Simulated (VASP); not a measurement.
# Ti in VASP: single point with r2SCAN

Aim: the single point of Ti with r2SCAN.

Everything below comes from runs of VASP 6.6.1. Logs are shortened: lines on timing, memory, paths and dates and some standing lists are left out, and cuts for length are marked.

**1. The cell of the first run**

The cell holds a slab with vacuum, 5 atoms: a = 3.252 Å, b = 3.252 Å, c = 23.504 Å, α = 90.00°, β = 90.00°, γ = 90.00°.

**2. Single point, r2SCAN**

File POSCAR:

```
Ti
1.0
    3.2517897414      0.0000000000      0.0000000000
    0.0000000000      3.2517897414      0.0000000000
    0.0000000000      0.0000000000     23.5035794827
Ti
5
Direct
    0.5000000000      0.5000000000      0.3616470422
    0.0000000000      0.0000000000      0.4308235211
    0.5000000000      0.5000000000      0.4933016341
    0.0000000000      0.0000000000      0.5554064019
    0.5000000000      0.5000000000      0.6208719312
```

File INCAR.step1:

```
SYSTEM = Ti
ALGO = Normal
DIPOL = 0.5 0.5 0.492
EDIFF = 1E-4
ENCUT = 520
GGA = PE
IDIPOL = 3
ISMEAR = 0
LASPH = .TRUE.
LCHARG = .FALSE.
LDIPOL = .TRUE.
LREAL = .FALSE.
LWAVE = .TRUE.
NBANDS = 38
NELM = 100
PREC = Accurate
SIGMA = 0.1
```

File INCAR.step2:

```
SYSTEM = Ti
ALGO = Normal
DIPOL = 0.5 0.5 0.492
EDIFF = 1E-7
ENCUT = 520
IDIPOL = 3
ISIF = 2
ISMEAR = 0
ISTART = 1
LASPH = .TRUE.
LCHARG = .FALSE.
LDIPOL = .TRUE.
LMIXTAU = .TRUE.
LREAL = .FALSE.
LWAVE = .FALSE.
METAGGA = R2SCAN
NBANDS = 38
NELM = 100
PREC = Accurate
SIGMA = 0.1
```

File KPOINTS:

```
k-points
0
G
  9 9 1
  0 0 0
```

Potentials or basis: VASP PAW PBE potentials, release 64 (Ti_sv).

On the command line:

```sh
> cat potpaw_PBE.64/Ti_sv/POTCAR > POTCAR
> cp INCAR.step1 INCAR
> mpirun -np 1 vasp_std > vasp.out
> cp INCAR.step2 INCAR
> mpirun -np 1 vasp_std > vasp.out
```

OUTCAR:

```text
SYSTEM = Ti
   EDIFF = 1E-7
   ENCUT = 520
   ISIF = 2
   ISMEAR = 0
   ISTART = 1
   LASPH = .TRUE.
   LREAL = .FALSE.
   METAGGA = R2SCAN
   NELM = 100
   PREC = Accurate

 ion  position               nearest neighbor table
   1  0.500  0.500  0.362-   2 2.82   2 2.82   2 2.82   2 2.82
   2  0.000  0.000  0.431-   3 2.73   3 2.73   3 2.73   3 2.73   1 2.82   1 2.82   1 2.82   1 2.82

   3  0.500  0.500  0.493-   4 2.72   4 2.72   4 2.72   4 2.72   2 2.73   2 2.73   2 2.73   2 2.73

   4  0.000  0.000  0.555-   3 2.72   3 2.72   3 2.72   3 2.72   5 2.77   5 2.77   5 2.77   5 2.77

   5  0.500  0.500  0.621-   4 2.77   4 2.77   4 2.77   4 2.77

  LATTYP: Found a simple tetragonal cell.
 ALAT       =     3.2517897414
 C/A-ratio  =     7.2278902856

  Lattice vectors:

 A1 = (   3.2517897414,   0.0000000000,   0.0000000000)
 A2 = (   0.0000000000,   3.2517897414,   0.0000000000)
 A3 = (   0.0000000000,   0.0000000000,  23.5035794827)

Analysis of symmetry for initial positions (statically):
=====================================================================
 Subroutine PRICEL returns:
 Original cell was already a primitive cell.

 Routine SETGRP: Setting up the symmetry group for a
 simple tetragonal supercell.

 Subroutine GETGRP returns: Found  8 space group operations
 (whereof  8 operations were pure point group operations)
 out of a pool of 16 trial point group operations.

The static configuration has the point symmetry C_4v.

Analysis of symmetry for dynamics (positions and initial velocities):
=====================================================================
 Subroutine PRICEL returns:
 Original cell was already a primitive cell.

 Routine SETGRP: Setting up the symmetry group for a
 simple tetragonal supercell.

 Subroutine GETGRP returns: Found  8 space group operations
 (whereof  8 operations were pure point group operations)
 out of a pool of 16 trial point group operations.

The dynamic configuration has the point symmetry C_4v.

 Subroutine INISYM returns: Found  8 space group operations
 (whereof  8 operations are pure point group operations),
 and found     1 'primitive' translations

----------------------------------------------------------------------------------------

                                     Primitive cell

  volume of cell :     248.5301

  direct lattice vectors                    reciprocal lattice vectors
     3.251789741  0.000000000  0.000000000     0.307522958  0.000000000  0.000000000
     0.000000000  3.251789741  0.000000000     0.000000000  0.307522958  0.000000000
     0.000000000  0.000000000 23.503579483     0.000000000  0.000000000  0.042546711

  length of vectors
     3.251789741  3.251789741 23.503579483     0.307522958  0.307522958  0.042546711

  position of ions in fractional coordinates (direct lattice)
     0.500000000  0.500000000  0.361647042
     0.000000000  0.000000000  0.430823521
     0.500000000  0.500000000  0.493301634
     0.000000000  0.000000000  0.555406402
     0.500000000  0.500000000  0.620871931

  ion indices of the primitive-cell ions
   primitive index   ion index
                 1           1
                 2           2
                 3           3
                 4           4
                 5           5

----------------------------------------------------------------------------------------

 KPOINTS: k-points

Automatic generation of k-mesh.
 Grid dimensions read from file:
 generate k-points for:    9    9    1

 Generating k-lattice:

  Cartesian coordinates                     Fractional coordinates (reciprocal lattice)
     0.034169218  0.000000000  0.000000000     0.111111111  0.000000000  0.000000000
     0.000000000  0.034169218  0.000000000     0.000000000  0.111111111  0.000000000
     0.000000000  0.000000000  0.042546711     0.000000000  0.000000000  1.000000000

  Length of vectors
     0.034169218  0.034169218  0.042546711

  Shift w.r.t. Gamma in fractional coordinates (k-lattice)
     0.000000000  0.000000000  0.000000000

 Subroutine IBZKPT returns following result:
 ===========================================

 Found     15 irreducible k-points:

 Following reciprocal coordinates:
            Coordinates               Weight
  0.000000  0.000000  0.000000      1.000000
  0.111111  0.000000  0.000000      4.000000
  0.222222  0.000000  0.000000      4.000000
  0.333333  0.000000  0.000000      4.000000
  0.444444  0.000000  0.000000      4.000000
  0.111111  0.111111  0.000000      4.000000
  0.222222  0.111111  0.000000      8.000000
  0.333333  0.111111  0.000000      8.000000
  0.444444  0.111111  0.000000      8.000000
  0.222222  0.222222  0.000000      4.000000
  0.333333  0.222222  0.000000      8.000000
  0.444444  0.222222  0.000000      8.000000
  0.333333  0.333333  0.000000      4.000000
  0.444444  0.333333  0.000000      8.000000
  0.444444  0.444444  0.000000      4.000000
   k-points           NKPTS =     15   k-points in BZ     NKDIM =     15   number of bands    NBANDS=     38
   number of dos      NEDOS =    301   number of ions     NIONS =      5
   total plane-waves  NPLWV = 103680
   dimension x,y,z NGX =    24 NGY =   24 NGZ =  180
   dimension x,y,z NGXF=    48 NGYF=   48 NGZF=  360
   ions per type =               5
   NGX,Y,Z   is equivalent  to a cutoff of  12.27, 12.27, 12.73 a.u.
   NGXF,Y,Z  is equivalent  to a cutoff of  24.54, 24.54, 25.46 a.u.
 SYSTEM =  Ti
   PREC   = accura    normal or accurate (medium, high low for compatibility)
   ISTART =      1    job   : 0-new  1-cont  2-samecut
   ICHARG =      0    charge: 1-file 2-atom 10-const
   ISPIN  =      1    spin polarized calculation?
   LNONCOLLINEAR =      F non collinear calculations
   LSORBIT =      F    spin-orbit coupling
   LASPH  =      T    aspherical Exc in radial PAW
   ENCUT  =  520.0 eV  38.22 Ry    6.18 a.u.   6.05  6.05 43.70*2*pi/ulx,y,z
   NELM   =    100;   NELMIN=  2; NELMDL=  0     # of ELM steps
   EDIFF  = 0.1E-06   stopping-criterion for ELM
   LREAL  =      F    real-space projection
   EDIFFG = 0.1E-05   stopping-criterion for IOM
   NSW    =      0    number of steps for IOM
   IBRION =     -1    ionic relax: 0-MD 1-quasi-New 2-CG
   NFREE  =      0    steps in history (QN), initial steepest desc. (CG)
   ISIF   =      2    stress and relaxation
   ISYM   =      2    0-nonsym 1-usesym 2-fastsym
   POTIM  = 0.5000    time-step for ionic-motion
   TEBEG  =    0.0;   TEEND  =   0.0 temperature during run
   PSTRESS=    0.0 pullay stress
   NELECT =      60.0000    total number of electrons
   NUPDOWN=      -1.0000    fix difference up-down
   EMIN   =  10.00;   EMAX   =-10.00  energy-range for DOS
   EFERMI =   0.00;   METHOD = LEGACY
   ISMEAR =     0;   SIGMA  =   0.10  broadening in eV -4-tet -1-fermi 0-gaus
   EFERMI_NEDOS =   21; number of points for ismear=-14 and -15
   IALGO  =     38    algorithm
   IMIX   =      4    mixing-type and parameters
     AMIX     =   0.40;   BMIX     =  1.00
     AMIX_MAG =   1.60;   BMIX_MAG =  1.00
  volume/ion in A,a.u.               =      49.71       335.43
  Fermi-wavevector in a.u.,A,eV,Ry     =   1.019371  1.926332 14.138048  1.039117
  Thomas-Fermi vector in A             =   2.152881
   LORBIT       =      0    0 simple, 1 ext, 2 COOP (PROOUT), +10 PAW based schemes
   METAGGA = R2SCAN    functional components
   LHFCALC =     F    Hartree Fock is set to
   AEXX    =    0.0000 exact exchange contribution
   IVDW    =     0    specifies the selected vdW correction
   LEPSILON=     F    determine dielectric tensor
   LRPA    =     F    only Hartree local field effects (RPA)
 non-spin polarized calculation
 Gauss-broadening in eV      SIGMA  =   0.10
  energy-cutoff  :      520.00
  volume of cell :      248.53
 maximum number of plane-waves:      6756
   NGX = 13   NGY = 13   NGZ = 87

 dipolmoment           0.000000      0.000000     -0.000923 electrons x Angstroem

 number of electron      60.0000022 magnetization

 dipolmoment           0.000000      0.000000      0.001327 electrons x Angstroem

 Free energy of the ion-electron system (eV)
  ---------------------------------------------------
  ext. energy  EPLUGINS =         0.00000000
  ---------------------------------------------------
  free energy    TOTEN  =       -61.86518639 eV

  energy without entropy =      -61.83495966  energy(sigma->0) =      -61.85007303

 E-fermi :   0.8499     XC(G=0):  -5.0747

 val. band max:        0.8060692648   @ k =   0.4444   0.4444   0.0000
 cond. band min:       0.8797021757   @ k =   0.4444   0.3333   0.0000
 fundamental gap:      0.0736329109
 Fermi energy:         0.8498905874

 k-point     1 :       0.0000    0.0000    0.0000
  band No.  band energies     occupation
      1     -58.6229      2.00000
      2     -58.5442      2.00000
      3     -57.8658      2.00000
      4     -57.7370      2.00000
      5     -57.5999      2.00000
      6     -33.9488      2.00000
[... 30 lines left out ...]
     37       2.2226      0.00000
     38       2.2686      0.00000

 k-point     2 :       0.1111    0.0000    0.0000
  band No.  band energies     occupation
      1     -58.6211      2.00000
      2     -58.5422      2.00000
      3     -57.8584      2.00000
      4     -57.7359      2.00000
      5     -57.6059      2.00000
      6     -33.9502      2.00000
[... 30 lines left out ...]
     37       2.1027      0.00000
     38       2.6091      0.00000

 k-point     3 :       0.2222    0.0000    0.0000
  band No.  band energies     occupation
      1     -58.6167      2.00000
      2     -58.5370      2.00000
      3     -57.8380      2.00000
      4     -57.7322      2.00000
      5     -57.6233      2.00000
      6     -33.9544      2.00000
[... 30 lines left out ...]
     37       2.3239      0.00000
     38       2.5202      0.00000

 k-point     4 :       0.3333    0.0000    0.0000
  band No.  band energies     occupation
      1     -58.6116      2.00000
      2     -58.5312      2.00000
      3     -57.8108      2.00000
      4     -57.7251      2.00000
      5     -57.6501      2.00000
      6     -33.9608      2.00000
[... 30 lines left out ...]
     37       2.4733      0.00000
     38       2.6872      0.00000
[... 334 lines left out ...]
      4     -57.7080      2.00000
      5     -57.6674      2.00000
      6     -33.9360      2.00000
[... 30 lines left out ...]
     37       1.9512      0.00000
     38       2.7205      0.00000

 k-point    14 :       0.4444    0.3333    0.0000
  band No.  band energies     occupation
      1     -58.6001      2.00000
      2     -58.5190      2.00000
      3     -57.7785      2.00000
      4     -57.6968      2.00000
      5     -57.6791      2.00000
      6     -33.9292      2.00000
[... 30 lines left out ...]
     37       2.4566      0.00000
     38       2.8794      0.00000

 k-point    15 :       0.4444    0.4444    0.0000
  band No.  band energies     occupation
      1     -58.5977      2.00000
      2     -58.5165      2.00000
      3     -57.7753      2.00000
      4     -57.6917      2.00000
      5     -57.6796      2.00000
      6     -33.9159      2.00000
[... 30 lines left out ...]
     37       2.7936      0.00000
     38       3.0368      0.00000

------------------------ aborting loop because EDIFF is reached ----------------------------------------

 vacuum level on the upper side and lower side of the slab       (xc-potential included)         0.011        -0.014

  FORCE on cell =-STRESS in cart. coord.  units (eV):
  Direction    XX          YY          ZZ          XY          YZ          ZX
  --------------------------------------------------------------------------------------
  -------------------------------------------------------------------------------------
  Total       -0.4517036     -0.4517036     -0.4943727      0.0000000      0.0000000     -0.0000000
  in kB       -2.9119589     -2.9119589     -3.1870300      0.0000000      0.0000000     -0.0000000
  external PRESSURE =      -3.0036493 kB  Pullay stress =       0.0000000 kB

 VOLUME and BASIS-vectors are now :
 -----------------------------------------------------------------------------
  energy-cutoff  :      520.00
  volume of cell :      248.53
      direct lattice vectors                 reciprocal lattice vectors
     3.251789741  0.000000000  0.000000000     0.307522958  0.000000000  0.000000000
     0.000000000  3.251789741  0.000000000     0.000000000  0.307522958  0.000000000
     0.000000000  0.000000000 23.503579483     0.000000000  0.000000000  0.042546711

 POSITION                                       TOTAL-FORCE (eV/Angst)
 -----------------------------------------------------------------------------------
      1.62589      1.62589      8.50000         0.000000      0.000000      0.400285
      0.00000      0.00000     10.12589         0.000000      0.000000     -0.451915
      1.62589      1.62589     11.59435         0.000000      0.000000      0.006411
      0.00000      0.00000     13.05404         0.000000      0.000000     -0.007350
      1.62589      1.62589     14.59271         0.000000     -0.000000      0.052569
 -----------------------------------------------------------------------------------
    total drift:                                0.000000     -0.000000     -0.002522

  FREE ENERGIE OF THE ION-ELECTRON SYSTEM (eV)
  ---------------------------------------------------
  free  energy   TOTEN  =       -61.8651863918 eV

  energy  without entropy=      -61.8349596632  energy(sigma->0) =      -61.85007303

 vacuum level on the upper side and lower side of the slab         4.090         4.066
```

Run time: 28 min. Hardware: 1 thread of Intel Xeon 8259CL, shared host; peak memory 0.42 GiB.

Results:

| Property | Result |
| --- | --- |
| Free energy | -61.8652 eV |
| Largest force | 0.452 eV/Å |
| Band gap on the k mesh | zero (bands 30 and 31 overlap by 0.67 eV) |

Forces in eV/Å, atoms in the order of the input:
```
Ti   0.000  0.000  0.400
Ti   0.000  0.000 -0.452
Ti   0.000  0.000  0.006
Ti   0.000  0.000 -0.007
Ti   0.000  0.000  0.053
```

Caveat: the PAW data sets were made with another functional, which shifts forces and pressure a little.
